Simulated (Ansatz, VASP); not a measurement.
KZnF3 in VASP and in Ansatz

The input INCAR:

```
SYSTEM = KZnF3
PREC = Accurate
ENCUT = 520
EDIFF = 1E-6
ISMEAR = 0
SIGMA = 0.05
LREAL = .False.
LASPH = .True.
NELM = 80
ALGO = Normal
ISIF = 2
LWAVE = .False.
LCHARG = .True.
GGA = CA
LELF = .True.
LVHAR = .True.
NBANDS = 29
```

The input KPOINTS:

```
regular mesh
0
Gamma
  6 6 6
  0 0 0
```

The input POSCAR:

```
KZnF3
1.0
    4.0500000000      0.0000000000      0.0000000000
    0.0000000000      4.0500000000      0.0253125000
    0.0000000000      0.0253125000      4.0500000000
K Zn F
1 1 3
Direct
    0.0000000000      0.0000000000      0.0000000000
    0.5000000000      0.5000000000      0.5000000000
    0.5000000000      0.5000000000      0.0000000000
    0.0000000000      0.5000000000      0.5000000000
    0.5000000000      0.0000000000      0.5000000000
```

Input for Ansatz:

```yaml
crystal:
  lattice:
    - [4.05, 0.0, 0.0]
    - [0.0, 4.05, 0.0253125]
    - [0.0, 0.0253125, 4.05]
  atoms:
    - { symbol: K, position: [0.0, 0.0, 0.0] }
    - { symbol: Zn, position: [0.5, 0.5, 0.5] }
    - { symbol: F, position: [0.5, 0.5, 0.0] }
    - { symbol: F, position: [0.0, 0.5, 0.5] }
    - { symbol: F, position: [0.5, 0.0, 0.5] }
basis:
  ecutwfc: 420
kpoints:
  mp_grid: { grid: [6, 6, 6] }
hamiltonian:
  xc: lda
scf:
  occupations: { method: gaussian, width: 0.05 }
output:
  forces: true
  stress: true
  eigenvalues: true
```

Change from the starting cell: strain +0.0125 x Voigt [0, 0, 0, 1, 0, 0], atoms carried along.

Alike in both runs: task single point; functional LDA; k mesh 6 × 6 × 6; occupations gaussian, width 0.05 eV; no spin polarisation.

|  | VASP | Ansatz |
| --- | --- | --- |
| version | VASP 6.6.1 | Ansatz 0.2.0 |
| potentials or method | VASP PAW LDA potentials, release 64 (K_sv, Zn, F), cutoff 520 eV | scalar-relativistic, plane waves, PAW |
| valence electrons in the cell | 42 | 42 |

|  | VASP | Ansatz | Ansatz less VASP |
| --- | --- | --- | --- |
| gap on the k mesh at the Fermi level (eV) | 3.59 | 3.63 | +0.039 |
| least direct gap on the mesh (eV) | 5.37 | 5.39 | +0.024 |
| pressure (GPa) | -4.4 | -4.8 | -0.44 |
| traceless stress, the component that is largest in VASP (GPa) | -0.41 | -0.41 | -0.004 |

LDA's correlation is that of Perdew and Zunger in VASP and of Perdew and Wang (1992) in Ansatz.
